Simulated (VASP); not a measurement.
# CO2 (P2_1/c) in VASP: further runs, part 2 of 2

VASP 6.6.1. Earlier steps stand in the parts before.

**4. Single point, PBE (engineering shear strain xz -0.1500, normal strain along z -0.0400)**

The input, INCAR:

```
SYSTEM = CO2
PREC = Accurate ; ENCUT = 520
EDIFF = 1E-6 ; ISMEAR = 0
SIGMA = 0.05 ; LREAL = .False.
LASPH = .True. ; NELM = 80
ALGO = Normal ; ISIF = 2
LWAVE = .False. ; LCHARG = .False.
GGA = PE ; NBANDS = 44
```

The input, KPOINTS:

```
Automatic mesh
0
Gamma
  4 4 4
  0 0 0
```

The input, POSCAR:

```
CO2
1.0
    6.0577362522      0.0000000000     -0.4543302189
    0.0000000000      6.0577362522      0.0000000000
   -0.4543302189      0.0000000000      5.8154268021
C O
4 8
Direct
    0.0000000000      0.0000000000      0.0000000000
    0.5000000000      0.0000000000      0.5000000000
    0.5000000000      0.5000000000      0.0000000000
    0.0000000000      0.5000000000      0.5000000000
    0.1114834447      0.1114834447      0.1114834447
    0.3885165553      0.8885165553      0.6114834447
    0.6114834447      0.3885165553      0.8885165553
    0.8885165553      0.6114834447      0.3885165553
    0.8885165553      0.8885165553      0.8885165553
    0.6114834447      0.1114834447      0.3885165553
    0.3885165553      0.6114834447      0.1114834447
    0.1114834447      0.3885165553      0.6114834447
```

Started as:

```
$ cat potpaw_PBE.64/C/POTCAR potpaw_PBE.64/O/POTCAR > POTCAR
$ mpirun -np 1 vasp_std > vasp.out
```

Run time: 4.5 min. Hardware: 1 thread of Intel Xeon Platinum 8488C (Sapphire Rapids), shared host; peak memory 0.42 GiB.

The run converged. Its results:

* Free energy: -90.4502 eV
* Pressure: 7.5 GPa
* Largest force: 10.607 eV/Å
* Band gap on the k mesh: 6.60 eV

Forces on the atoms (eV/Å):
```
C    0.000  0.000  0.000
C    0.000  0.000  0.000
C    0.000  0.000  0.000
C    0.000  0.000  0.000
O    6.020  6.529  5.800
O    2.000  1.883 -1.968
O   -2.000  1.883  1.968
O   -6.020  6.529 -5.800
O   -6.020 -6.529 -5.800
O   -2.000 -1.883  1.968
O    2.000 -1.883 -1.968
O    6.020 -6.529  5.800
```

Stress tensor (GPa, compression positive):
```
 6.96  0.00 15.53
 0.00  9.31  0.00
15.53  0.00  6.37
```

Levels at points of the mesh, in eV from the valence-band top:
```tsv
k point	band 28	band 29	band 30	band 31	band 32	band 33	band 34	band 35	band 36	band 37
(0.00, 0.00, 0.00)	-0.26	-0.24	-0.10	-0.06	0.00	6.60	7.48	7.58	7.80	7.91
(0.50, 0.00, 0.00)	-0.32	-0.20	-0.20	-0.16	-0.02	7.42	7.62	7.62	7.77	7.92
(0.00, 0.50, 0.00)	-0.37	-0.18	-0.18	-0.08	-0.08	7.60	7.60	7.68	7.68	7.92
(0.50, 0.50, 0.00)	-0.33	-0.19	-0.19	-0.15	-0.15	7.60	7.60	7.65	7.65	8.62
(0.00, 0.00, 0.50)	-0.35	-0.18	-0.18	-0.10	-0.10	7.62	7.62	7.70	7.70	8.00
(0.50, 0.00, 0.50)	-0.36	-0.17	-0.17	-0.13	-0.13	7.60	7.60	7.63	7.63	8.65
(0.00, 0.50, 0.50)	-0.29	-0.18	-0.18	-0.16	-0.16	7.45	7.45	7.92	7.92	8.49
(0.50, 0.50, 0.50)	-0.36	-0.17	-0.17	-0.13	-0.13	7.48	7.48	7.88	7.88	8.81
```

Caveat: the cell differs from its parent crystal (engineering shear strain xz -0.1500, normal strain along z -0.0400); the cell stands under pressure; this functional lacks dispersion, which holds the molecules together, so the pressure and a relaxed volume are unreliable; forces of over 1 eV/Å act on the atoms, so gaps and moduli don't describe the material at rest.

**5. Single point, PBE (engineering shear strain xz -0.3000, normal strain along z -0.0200)**

The input, INCAR:

```
SYSTEM = CO2
  PREC = Accurate
  ENCUT = 520
  EDIFF = 1E-6
  ISMEAR = 0
  SIGMA = 0.05
  LREAL = .False.
  LASPH = .True.
  NELM = 100
  ALGO = Normal
  ISIF = 2
  LWAVE = .False.
  LCHARG = .True.
  GGA = PE
  LELF = .True.
  LVHAR = .True.
  NBANDS = 44
```

The input, KPOINTS:

```
regular mesh
0
Gamma
  4 4 4
  0 0 0
```

Changes to POSCAR since step 4:

```diff
@@ -2,5 +2,5 @@
 1.0
-    6.0577362522      0.0000000000     -0.4543302189
+    6.0577362522      0.0000000000     -0.9086604378
     0.0000000000      6.0577362522      0.0000000000
-   -0.4543302189      0.0000000000      5.8154268021
+   -0.9086604378      0.0000000000      5.9365815272
 C O
```

Potentials or basis: VASP PAW PBE potentials, release 64 (C, O).

Started as:

```
$ cat potpaw_PBE.64/C/POTCAR potpaw_PBE.64/O/POTCAR > POTCAR
$ mpirun -np 1 vasp_std > vasp.out
```

OUTCAR:

```text
SYSTEM = CO2
   PREC = Accurate
   ENCUT = 520
   EDIFF = 1E-6
   ISMEAR = 0
   LREAL = .False.
   LASPH = .True.
   NELM = 100
   ISIF = 2
   GGA = PE

 ion  position               nearest neighbor table
   1  0.000  0.000  0.000-   5 1.05   9 1.05
   2  0.500  0.000  0.500-   6 1.28  10 1.28
   3  0.500  0.500  0.000-   7 1.28  11 1.28
   4  0.000  0.500  0.500-   8 1.05  12 1.05
   5  0.111  0.111  0.111-   1 1.05
   6  0.389  0.889  0.611-   2 1.28
   7  0.611  0.389  0.889-   3 1.28
   8  0.889  0.611  0.389-   4 1.05
   9  0.889  0.889  0.889-   1 1.05
  10  0.611  0.111  0.389-   2 1.28
  11  0.389  0.611  0.111-   3 1.28
  12  0.111  0.389  0.611-   4 1.05

  LATTYP: Found a simple monoclinic cell.
 ALAT       =     6.0057192758
 B/A-ratio  =     1.0086612401
 C/A-ratio  =     1.0199455578
 COS(beta)  =    -0.2962580251

  Lattice vectors:

 A1 = (  -0.9086604378,   0.0000000000,   5.9365815272)
 A2 = (   0.0000000000,  -6.0577362522,   0.0000000000)
 A3 = (   6.0577362522,   0.0000000000,  -0.9086604378)

Analysis of symmetry for initial positions (statically):
=====================================================================
 Subroutine PRICEL returns:
 Original cell was already a primitive cell.

 Routine SETGRP: Setting up the symmetry group for a
 simple monoclinic supercell.

 Subroutine GETGRP returns: Found  4 space group operations
 (whereof  2 operations were pure point group operations)
 out of a pool of  4 trial point group operations.

The static configuration has the point symmetry S_2 .
 The point group associated with its full space group is C_2h.

Analysis of symmetry for dynamics (positions and initial velocities):
=====================================================================
 Subroutine PRICEL returns:
 Original cell was already a primitive cell.

 Routine SETGRP: Setting up the symmetry group for a
 simple monoclinic supercell.

 Subroutine GETGRP returns: Found  4 space group operations
 (whereof  2 operations were pure point group operations)
 out of a pool of  4 trial point group operations.

The dynamic configuration has the point symmetry S_2 .
 The point group associated with its full space group is C_2h.

 Subroutine INISYM returns: Found  4 space group operations
 (whereof  2 operations are pure point group operations),
 and found     1 'primitive' translations

----------------------------------------------------------------------------------------

                                     Primitive cell

  volume of cell :     212.8481

  direct lattice vectors                    reciprocal lattice vectors
     6.057736252  0.000000000 -0.908660438     0.168957289  0.000000000  0.025860810
     0.000000000  6.057736252  0.000000000     0.000000000  0.165078168  0.000000000
    -0.908660438  0.000000000  5.936581527     0.025860810  0.000000000  0.172405397

  length of vectors
     6.125506697  6.057736252  6.005719276     0.170924975  0.165078168  0.174334169

  position of ions in fractional coordinates (direct lattice)
     0.000000000  0.000000000  0.000000000
[... 57 lines left out ...]
  0.500000  0.000000  0.000000      1.000000
  0.000000  0.250000  0.000000      2.000000
  0.250000  0.250000  0.000000      4.000000
  0.500000  0.250000  0.000000      2.000000
[... 16 lines left out ...]
  0.250000  0.000000  0.500000      2.000000
  0.500000  0.000000  0.500000      1.000000
 [... further k-points ...]
   k-points           NKPTS =     30   k-points in BZ     NKDIM =     30   number of bands    NBANDS=     44
   number of dos      NEDOS =    301   number of ions     NIONS =     12
   total plane-waves  NPLWV = 110592
   dimension x,y,z NGX =    48 NGY =   48 NGZ =   48
   dimension x,y,z NGXF=    96 NGYF=   96 NGZF=   96
   ions per type =               4   8
   NGX,Y,Z   is equivalent  to a cutoff of  13.03, 13.17, 13.29 a.u.
   NGXF,Y,Z  is equivalent  to a cutoff of  26.05, 26.35, 26.57 a.u.
 SYSTEM =  CO2
   PREC   = accura    normal or accurate (medium, high low for compatibility)
   ISTART =      0    job   : 0-new  1-cont  2-samecut
   ICHARG =      2    charge: 1-file 2-atom 10-const
   ISPIN  =      1    spin polarized calculation?
   LNONCOLLINEAR =      F non collinear calculations
   LSORBIT =      F    spin-orbit coupling
   LASPH  =      T    aspherical Exc in radial PAW
   ENCUT  =  520.0 eV  38.22 Ry    6.18 a.u.  11.39 11.26 11.17*2*pi/ulx,y,z
   NELM   =    100;   NELMIN=  2; NELMDL= -5     # of ELM steps
   EDIFF  = 0.1E-05   stopping-criterion for ELM
   LREAL  =      F    real-space projection
   EDIFFG = 0.1E-04   stopping-criterion for IOM
   NSW    =      0    number of steps for IOM
   IBRION =     -1    ionic relax: 0-MD 1-quasi-New 2-CG
   NFREE  =      0    steps in history (QN), initial steepest desc. (CG)
   ISIF   =      2    stress and relaxation
   ISYM   =      2    0-nonsym 1-usesym 2-fastsym
   POTIM  = 0.5000    time-step for ionic-motion
   TEBEG  =    0.0;   TEEND  =   0.0 temperature during run
   PSTRESS=    0.0 pullay stress
   NELECT =      64.0000    total number of electrons
   NUPDOWN=      -1.0000    fix difference up-down
   EMIN   =  10.00;   EMAX   =-10.00  energy-range for DOS
   EFERMI =   0.00;   METHOD = LEGACY
   ISMEAR =     0;   SIGMA  =   0.05  broadening in eV -4-tet -1-fermi 0-gaus
   EFERMI_NEDOS =   21; number of points for ismear=-14 and -15
   IALGO  =     38    algorithm
   IMIX   =      4    mixing-type and parameters
     AMIX     =   0.40;   BMIX     =  1.00
     AMIX_MAG =   1.60;   BMIX_MAG =  1.00
  volume/ion in A,a.u.               =      17.74       119.70
  Fermi-wavevector in a.u.,A,eV,Ry     =   1.096760  2.072576 16.366205  1.202882
  Thomas-Fermi vector in A             =   2.233108
   LORBIT       =      0    0 simple, 1 ext, 2 COOP (PROOUT), +10 PAW based schemes
   GGA     = PE    functional components
   LHFCALC =     F    Hartree Fock is set to
   AEXX    =    0.0000 exact exchange contribution
   IVDW    =     0    specifies the selected vdW correction
   LEPSILON=     F    determine dielectric tensor
   LRPA    =     F    only Hartree local field effects (RPA)
 non-spin polarized calculation
 Gauss-broadening in eV      SIGMA  =   0.05
  energy-cutoff  :      520.00
  volume of cell :      212.85
 maximum number of plane-waves:      5756
 NGX is ok and might be reduce to    48
   NGX = 23   NGY = 23   NGZ = 23

 number of electron      64.0000000 magnetization

 Free energy of the ion-electron system (eV)
  ---------------------------------------------------
  ext. energy  EPLUGINS =         0.00000000
  ---------------------------------------------------
  free energy    TOTEN  =       -85.84805264 eV

  energy without entropy =      -85.84805264  energy(sigma->0) =      -85.84805264

 E-fermi :  -4.1878     XC(G=0):  -7.0146

 val. band max:       -4.4870056847   @ k =   0.0000   0.0000   0.0000
 cond. band min:       1.6968419246   @ k =   0.0000   0.0000   0.0000
 fundamental gap:      6.1838476093
 Fermi energy:        -4.1878375864

 k-point     1 :       0.0000    0.0000    0.0000
  band No.  band energies     occupation
      1     -26.5403      2.00000
      2     -26.5120      2.00000
      3     -25.6490      2.00000
      4     -25.6369      2.00000
      5     -23.6114      2.00000
      6     -23.5363      2.00000
[... 1117 lines left out ...]
     43       6.2957      0.00000
     44       6.2958      0.00000

 [... further k-points ...]
[... 5 lines left out ...]
  --------------------------------------------------------------------------------------
  -------------------------------------------------------------------------------------
  Total       12.2582782     24.4906475     10.9795416      0.0000000      0.0000000     39.9784212
  in kB       92.2720549    184.3490842     82.6465875      0.0000000      0.0000000    300.9306040
  external PRESSURE =     119.7559089 kB  Pullay stress =       0.0000000 kB

 VOLUME and BASIS-vectors are now :
 -----------------------------------------------------------------------------
  energy-cutoff  :      520.00
  volume of cell :      212.85
      direct lattice vectors                 reciprocal lattice vectors
     6.057736252  0.000000000 -0.908660438     0.168957289  0.000000000  0.025860810
     0.000000000  6.057736252  0.000000000     0.000000000  0.165078168  0.000000000
    -0.908660438  0.000000000  5.936581527     0.025860810  0.000000000  0.172405397

 POSITION                                       TOTAL-FORCE (eV/Angst)
 -----------------------------------------------------------------------------------
      0.00000      0.00000      0.00000         0.000000      0.000000      0.000000
      2.57454      0.00000      2.51396         0.000000      0.000000      0.000000
      3.02887      3.02887     -0.45433         0.000000      0.000000      0.000000
     -0.45433      3.02887      2.96829         0.000000      0.000000      0.000000
      0.57404      0.67534      0.56053        11.062010     13.111644     10.877414
      1.79790      5.38240      3.27709         4.496228      3.963059     -4.541531
      2.89685      2.35353      4.71912        -4.496228      3.963059      4.541531
      5.02937      3.70421      1.49910       -11.062010     13.111644    -10.877414
      4.57504      5.38240      4.46739       -11.062010    -13.111644    -10.877414
      3.35118      0.67534      1.75083        -4.496228     -3.963059      4.541531
      2.25223      3.70421      0.30880         4.496228     -3.963059     -4.541531
      0.11971      2.35353      3.52882        11.062010    -13.111644     10.877414
 -----------------------------------------------------------------------------------
    total drift:                               -0.000000      0.000000      0.000000

  FREE ENERGIE OF THE ION-ELECTRON SYSTEM (eV)
  ---------------------------------------------------
  free  energy   TOTEN  =       -85.8480526403 eV

  energy  without entropy=      -85.8480526403  energy(sigma->0) =      -85.84805264
```

Wall time 2.7 min (1 thread of Intel Xeon 6975P-C (Granite Rapids), shared host); peak memory 0.42 GiB.

Results:

* Free energy: -85.8481 eV
* Pressure: 12.0 GPa
* Largest force: 20.313 eV/Å
* Band gap on the k mesh: 6.18 eV

Forces on the atoms (eV/Å):
```
C     0.000   0.000   0.000
C     0.000   0.000   0.000
C     0.000   0.000   0.000
C     0.000   0.000   0.000
O    11.062  13.112  10.877
O     4.496   3.963  -4.542
O    -4.496   3.963   4.542
O   -11.062  13.112 -10.877
O   -11.062 -13.112 -10.877
O    -4.496  -3.963   4.542
O     4.496  -3.963  -4.542
O    11.062 -13.112  10.877
```

Caveat: the cell differs from its parent crystal (engineering shear strain xz -0.3000, normal strain along z -0.0200); the stress differs along the axes, from 8 to 18 GPa; this functional lacks dispersion, which holds the molecules together, so the pressure and a relaxed volume are unreliable; forces of over 1 eV/Å act on the atoms, so gaps and moduli don't describe the material at rest. A k mesh can miss the band edges.

**6. Overview**

```csv
cell,gap on the mesh (eV),pressure (GPa),largest force (eV/Å)
"a = 6.126, b = 6.058, c = 5.946 Å, angles 90.0, 107.3, 90.0°, 12 atoms",6.22,13.2,21.15
"a = 6.096, b = 6.058, c = 5.855 Å, angles 90.0, 103.1, 90.0°, 12 atoms",6.46,10.4,15.87
"a = 6.075, b = 6.058, c = 5.833 Å, angles 90.0, 98.8, 90.0°, 12 atoms",6.60,7.5,10.61
"a = 6.126, b = 6.058, c = 6.006 Å, angles 90.0, 107.2, 90.0°, 12 atoms",6.18,12.0,20.31
```

Alike in all rows: task single point; level PBE; potentials or basis VASP PAW PBE potentials, release 64 (C, O); no spin polarisation; k mesh 4 × 4 × 4; cutoff (eV) 520; smearing gaussian 0.05 eV.

Caveats: this functional lacks dispersion, which holds the molecules together, so the pressure and a relaxed volume are unreliable; forces of over 1 eV/Å act on the atoms, so gaps and moduli don't describe the material at rest; the stress differs along the axes, from 9 to 20 GPa (at least some runs); the stress differs along the axes, from 8 to 14 GPa (at least some runs); the cell stands under pressure (at least some runs); the stress differs along the axes, from 8 to 18 GPa (at least some runs).

Absolute energies hang on the potentials; compare differences alone.
